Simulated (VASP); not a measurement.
A run of VASP 6.6.1 is set up as follows.

File INCAR:

```
SYSTEM = LiF
PREC = Accurate ; ENCUT = 520
EDIFF = 1E-6 ; ISMEAR = 0
SIGMA = 0.05 ; LREAL = .FALSE.
LASPH = .TRUE. ; NELM = 80
ALGO = Normal ; ISIF = 2
LWAVE = .FALSE. ; LCHARG = .TRUE.
GGA = PE ; LELF = .TRUE.
LVHAR = .TRUE. ; NBANDS = 18
```

Contents of KPOINTS:

```
regular mesh
0
G
  9 9 6
  0 0 0
```

File POSCAR:

```
LiF
1.0
    3.3121869807      0.0000000000      0.0000000000
   -1.6560934903      2.8684380674      0.0000000000
    0.0000000000      0.0000000000      4.8901128584
Li F
2 2
Direct
    0.3333333333      0.6666666667      0.3810713234
    0.6666666667      0.3333333333      0.8810713234
    0.3333333333      0.6666666667      0.9939266766
    0.6666666667      0.3333333333      0.4939266766
```

Potentials or basis: VASP PAW PBE potentials, release 64 (Li_sv, F).

The run is started by

```console
$ cat potpaw_PBE.64/Li_sv/POTCAR potpaw_PBE.64/F/POTCAR > POTCAR
$ mpirun -np 1 vasp_std > vasp.out
```

Question: Predict the band gap on the k mesh.

Answer: 6.99 eV, direct.

Question: Estimate the largest force.

Answer: 0.111 eV/Å.

Forces in eV/Å, atoms in the order of the input:
```
Li   0.000  0.000  0.111
Li   0.000  0.000  0.111
F    0.000  0.000 -0.111
F    0.000  0.000 -0.111
```

 A k mesh can miss the band edges.
